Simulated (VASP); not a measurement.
Crystal: LiReS3.

```
Li Re S
1.0
     4.63977    0.00000    0.00000
     0.00000    4.63977    0.00000
     0.00000    0.00000    4.63977
Li Re S
1 1 3
Direct
  0.00000 0.00000 0.00000
  0.50000 0.50000 0.50000
  0.00000 0.50000 0.50000
  0.50000 0.50000 0.00000
  0.50000 0.00000 0.50000
```

The cell was generated, and may not be a known phase.

| Quantity | Value |
| --- | --- |
| Program | VASP 6.6.1 |
| Task | relaxation of cell and atoms |
| Functional | PBE |
| Potentials or basis | VASP PAW PBE potentials, release 64 (Li_sv, Re, S) |
| Cutoff | 600 eV |
| k mesh | 8 × 8 × 8 |
| Occupations | gaussian, width 0.1 eV |
| Spin | collinear spin |
| Starting moments | [0.0, 0.73, 0.19, 0.19, 0.19] μB |

At the start: pressure 3.0 GPa; volume 19.98 Å³/atom.

Task: How do energy, volume and symmetry change on relaxing?

Result: Over 3 steps the energy falls by 5.4 meV/atom and the volume is 20.58 Å³/atom (+3.0 %); space group Pm-3m (No. 221, to 0.1 Å) before and after; moment 0.00 μB per cell.

The path:
```csv
step,energy change (eV),largest force (eV/Å),pressure (GPa),volume (Å³)
1,0.0000,0.0000,2.96,99.88
2,-0.0107,0.0000,-2.08,105.31
3,-0.0269,0.0000,0.00,102.88
```

Final structure:
```cif
data_structure
_symmetry_space_group_name_H-M 'P 1'
_symmetry_Int_Tables_number 1
_cell_length_a 4.6857
_cell_length_b 4.6857
_cell_length_c 4.6857
_cell_angle_alpha 90.000
_cell_angle_beta 90.000
_cell_angle_gamma 90.000
_cell_volume 102.88
loop_
_atom_site_label
_atom_site_type_symbol
_atom_site_fract_x
_atom_site_fract_y
_atom_site_fract_z
_atom_site_occupancy
Li1 Li 0.00000 0.00000 0.00000 1
Re1 Re 0.50000 0.50000 0.50000 1
S1 S 0.00000 0.50000 0.50000 1
S2 S 0.50000 0.50000 0.00000 1
S3 S 0.50000 0.00000 0.50000 1
```

Caveat: the cutoff is under 1.25 times the usual one of these potentials, so pressure, stress and relaxed cells hold a basis-set (Pulay) error.
